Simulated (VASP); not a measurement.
# ScTl (Fd-3m) in VASP: single point with PBE

Aim: the single point of ScTl with PBE.

All numbers are computed with VASP 6.6.1; they aren't measurements. Logs are shortened: lines on timing, memory, paths and dates and some standing lists are left out, and cuts for length are marked.

### 1 The cell of the first run

It takes space group Fd-3m (No. 227, cubic). The conventional cell has a = 7.367 Å, b = 7.367 Å, c = 7.367 Å, α = 90.00°, β = 90.00°, γ = 90.00°. Within 4.2 Å of Sc (site symmetry -43m) lie 4 Sc at 3.19 Å and 10 Tl at 3.19 to 3.68 Å. Tl (site symmetry -43m) has 10 Sc at 3.19 to 3.68 Å and 4 Tl at 3.19 Å within 4.2 Å.

### 2 Single point, PBE

Input file INCAR:

```
SYSTEM = ScTl
ALGO = Fast
EDIFF = 1E-7
ENCUT = 520
GGA = PE
ISIF = 2
ISMEAR = 0
LASPH = .True.
LCHARG = .False.
LREAL = .False.
LWAVE = .False.
NBANDS = 32
NELM = 60
PREC = Accurate
SIGMA = 0.1
```

Input file KPOINTS:

```
k-points
0
Gamma
  4 4 4
  0 0 0
```

Input file POSCAR:

```
ScTl
1.0
    0.0000000000      3.6834372300      3.6834372300
    3.6834372300      0.0000000000      3.6834372300
    3.6834372300      3.6834372300      0.0000000000
Sc Tl
2 2
Direct
    0.5000000000      0.5000000000      0.5000000000
    0.7500000000      0.7500000000      0.7500000000
    0.0000000000      0.0000000000      0.0000000000
    0.2500000000      0.2500000000      0.2500000000
```

Potentials or basis: VASP PAW PBE potentials, release 64 (Sc_sv, Tl_d).

Run with:

```bash
$ cat potpaw_PBE.64/Sc_sv/POTCAR potpaw_PBE.64/Tl_d/POTCAR > POTCAR
$ mpirun -np 1 vasp_std > vasp.out
```

OUTCAR:

```text
SYSTEM = ScTl
   EDIFF = 1E-7
   ENCUT = 520
   GGA = PE
   ISIF = 2
   ISMEAR = 0
   LASPH = .True.
   LREAL = .False.
   NELM = 60
   PREC = Accurate

 ion  position               nearest neighbor table
   1  0.500  0.500  0.500-   4 3.19   2 3.19   4 3.19   2 3.19   4 3.19   4 3.19   2 3.19   2 3.19
                             3 3.68   3 3.68   3 3.68   3 3.68   3 3.68   3 3.68
   2  0.750  0.750  0.750-   1 3.19   1 3.19   3 3.19   3 3.19   1 3.19   1 3.19   3 3.19   3 3.19
                             4 3.68   4 3.68   4 3.68   4 3.68   4 3.68   4 3.68
   3  0.000  0.000  0.000-   2 3.19   2 3.19   4 3.19   4 3.19   2 3.19   2 3.19   4 3.19   4 3.19
                             1 3.68   1 3.68   1 3.68   1 3.68   1 3.68   1 3.68
   4  0.250  0.250  0.250-   3 3.19   1 3.19   3 3.19   1 3.19   3 3.19   3 3.19   1 3.19   1 3.19
                             2 3.68   2 3.68   2 3.68   2 3.68   2 3.68   2 3.68

  LATTYP: Found a face centered cubic cell.
 ALAT       =     7.3668744600

  Lattice vectors:

 A1 = (   0.0000000000,   3.6834372300,   3.6834372300)
 A2 = (   3.6834372300,   0.0000000000,   3.6834372300)
 A3 = (   3.6834372300,   3.6834372300,   0.0000000000)

Analysis of symmetry for initial positions (statically):
=====================================================================
 Subroutine PRICEL returns:
 Original cell was already a primitive cell.

 Routine SETGRP: Setting up the symmetry group for a
 face centered cubic supercell.

 Subroutine GETGRP returns: Found 48 space group operations
 (whereof 24 operations were pure point group operations)
 out of a pool of 48 trial point group operations.

The static configuration has the point symmetry T_d .
 The point group associated with its full space group is O_h .

Analysis of symmetry for dynamics (positions and initial velocities):
=====================================================================
 Subroutine PRICEL returns:
 Original cell was already a primitive cell.

 Routine SETGRP: Setting up the symmetry group for a
 face centered cubic supercell.

 Subroutine GETGRP returns: Found 48 space group operations
 (whereof 24 operations were pure point group operations)
 out of a pool of 48 trial point group operations.

The dynamic configuration has the point symmetry T_d .
 The point group associated with its full space group is O_h .

 Subroutine INISYM returns: Found 48 space group operations
 (whereof 24 operations are pure point group operations),
 and found     1 'primitive' translations

----------------------------------------------------------------------------------------

                                     Primitive cell
[... 82 lines left out ...]
   IBRION =     -1    ionic relax: 0-MD 1-quasi-New 2-CG
   NFREE  =      0    steps in history (QN), initial steepest desc. (CG)
   ISIF   =      2    stress and relaxation
   ISYM   =      2    0-nonsym 1-usesym 2-fastsym
   POTIM  = 0.5000    time-step for ionic-motion
   TEBEG  =    0.0;   TEEND  =   0.0 temperature during run
   PSTRESS=    0.0 pullay stress
   NELECT =      48.0000    total number of electrons
   NUPDOWN=      -1.0000    fix difference up-down
   EMIN   =  10.00;   EMAX   =-10.00  energy-range for DOS
   EFERMI =   0.00;   METHOD = LEGACY
   ISMEAR =     0;   SIGMA  =   0.10  broadening in eV -4-tet -1-fermi 0-gaus
   EFERMI_NEDOS =   21; number of points for ismear=-14 and -15
   IALGO  =     68    algorithm
   IMIX   =      4    mixing-type and parameters
     AMIX     =   0.40;   BMIX     =  1.00
     AMIX_MAG =   1.60;   BMIX_MAG =  1.00
  volume/ion in A,a.u.               =      24.99       168.63
  Fermi-wavevector in a.u.,A,eV,Ry     =   1.282012  2.422651 22.361908  1.643554
  Thomas-Fermi vector in A             =   2.414348
   LORBIT       =      0    0 simple, 1 ext, 2 COOP (PROOUT), +10 PAW based schemes
   GGA     = PE    functional components
   LHFCALC =     F    Hartree Fock is set to
   AEXX    =    0.0000 exact exchange contribution
   IVDW    =     0    specifies the selected vdW correction
   LEPSILON=     F    determine dielectric tensor
   LRPA    =     F    only Hartree local field effects (RPA)
 non-spin polarized calculation
 RMM-DIIS sequential band-by-band and
 Gauss-broadening in eV      SIGMA  =   0.10
  energy-cutoff  :      520.00
  volume of cell :       99.95
 maximum number of plane-waves:      2733
 NGX is ok and might be reduce to    40
   NGX = 19   NGY = 19   NGZ = 19

 number of electron      48.0000000 magnetization

 Free energy of the ion-electron system (eV)
  ---------------------------------------------------
  ext. energy  EPLUGINS =         0.00000000
  ---------------------------------------------------
  free energy    TOTEN  =       -16.14403201 eV

  energy without entropy =      -16.08397630  energy(sigma->0) =      -16.11400415

 E-fermi :   6.2271     XC(G=0): -10.3497

 val. band max:        6.1963865267   @ k =   0.2500   0.0000   0.0000
 cond. band min:       6.2492472206   @ k =  -0.2500   0.2500   0.0000
 fundamental gap:      0.0528606939
 Fermi energy:         6.2271016613

 k-point     1 :       0.0000    0.0000    0.0000
  band No.  band energies     occupation
      1     -43.8929      2.00000
      2     -43.8407      2.00000
      3     -22.5808      2.00000
      4     -22.5808      2.00000
      5     -22.5808      2.00000
      6     -22.4475      2.00000
[... 269 lines left out ...]
     31       8.0719      0.00000
     32       8.0719      0.00000

------------------------ aborting loop because EDIFF is reached ----------------------------------------

  FORCE on cell =-STRESS in cart. coord.  units (eV):
  Direction    XX          YY          ZZ          XY          YZ          ZX
  --------------------------------------------------------------------------------------
  -------------------------------------------------------------------------------------
  Total        0.9382241      0.9382241      0.9382241      0.0000000      0.0000000      0.0000000
  in kB       15.0392902     15.0392902     15.0392902      0.0000000      0.0000000      0.0000000
  external PRESSURE =      15.0392902 kB  Pullay stress =       0.0000000 kB

 VOLUME and BASIS-vectors are now :
 -----------------------------------------------------------------------------
  energy-cutoff  :      520.00
  volume of cell :       99.95
      direct lattice vectors                 reciprocal lattice vectors
     0.000000000  3.683437230  3.683437230    -0.135742777  0.135742777  0.135742777
     3.683437230  0.000000000  3.683437230     0.135742777 -0.135742777  0.135742777
     3.683437230  3.683437230  0.000000000     0.135742777  0.135742777 -0.135742777

 POSITION                                       TOTAL-FORCE (eV/Angst)
 -----------------------------------------------------------------------------------
      3.68344      3.68344      3.68344        -0.000000      0.000000      0.000000
      5.52516      5.52516      5.52516        -0.000000      0.000000     -0.000000
      0.00000      0.00000      0.00000         0.000000      0.000000      0.000000
      1.84172      1.84172      1.84172        -0.000000     -0.000000     -0.000000
 -----------------------------------------------------------------------------------
    total drift:                               -0.000000      0.000000      0.000000

  FREE ENERGIE OF THE ION-ELECTRON SYSTEM (eV)
  ---------------------------------------------------
  free  energy   TOTEN  =       -16.1440320108 eV

  energy  without entropy=      -16.0839762959  energy(sigma->0) =      -16.11400415
```

stdout:

```text
POSCAR found type information on POSCAR ScTl
 POSCAR found :  2 types and       4 ions
 scaLAPACK will be used
 LDA part: xc-table for (Slater+PW92), standard interpolation
 POSCAR, INCAR and KPOINTS ok, starting setup
 FFT: planning ... GRIDC
 FFT: planning ... GRID_SOFT
 FFT: planning ... GRID
 WAVECAR not read
 entering main loop
```

It took 39 s on 1 thread of AMD EPYC 7R13 (Zen 3), shared host; peak memory 0.2 GiB.

Results:

```
Free energy            : -16.1440 eV
Pressure               : 1.5 GPa
Band gap on the k mesh : zero (band 24 reaches 6.25 eV, above the bottom of band 25 at 5.99 eV)
```

Levels at points of the mesh, in eV from the Fermi level:
```csv
k point,band 21,band 22,band 23,band 24,band 25,band 26,band 27,band 28
"(0.00, 0.00, 0.00)",-1.00,-1.00,-1.00,-0.23,-0.23,-0.23,0.05,0.05
"(0.50, 0.00, 0.00)",-1.94,-1.94,-1.72,-0.09,0.02,0.02,0.95,0.95
"(0.50, 0.50, 0.00)",-2.11,-2.11,-1.55,-1.55,0.30,0.30,1.14,1.14
```

Caveat: the k points lie up to 0.37 Å⁻¹ apart; spin-orbit coupling is left out, which moves the levels of the heavy elements.
